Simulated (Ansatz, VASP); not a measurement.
## One calculation of NbP, two programs

```xyz
2
Lattice="2.6940 0.0000 0.0000 0.0000 2.6940 0.0000 0.0000 0.0000 2.6940" Properties=species:S:1:pos:R:3 pbc="T T T"
Nb    0.0000    0.0000    0.0000
P     1.3470    1.3470    1.3470
```

Change from the starting cell: volume scaled by 0.65, LAPW.

Alike in both runs: task single point; functional PBE; k mesh 13 × 13 × 13; occupations fermi-dirac, width 0.1 eV; no spin polarisation.

```csv
,VASP,Ansatz
version,VASP 6.6.1,Ansatz 0.2.0
potentials or method,"VASP PAW PBE potentials, release 64 (Nb_sv, P), cutoff 520 eV","all-electron LAPW, scalar-relativistic"
```

VASP gave:

| Property | Result |
| --- | --- |
| pressure (GPa) | 200.0 |

Q: Which values does Ansatz return?

A: Pressure (GPa): 201.4.

Both programs put the cell under a high pressure, so it lies far from rest at this level. Ansatz ran all-electron here, and VASP with PAW potentials.

Noted on VASP's run: the cell as given lies far from equilibrium.
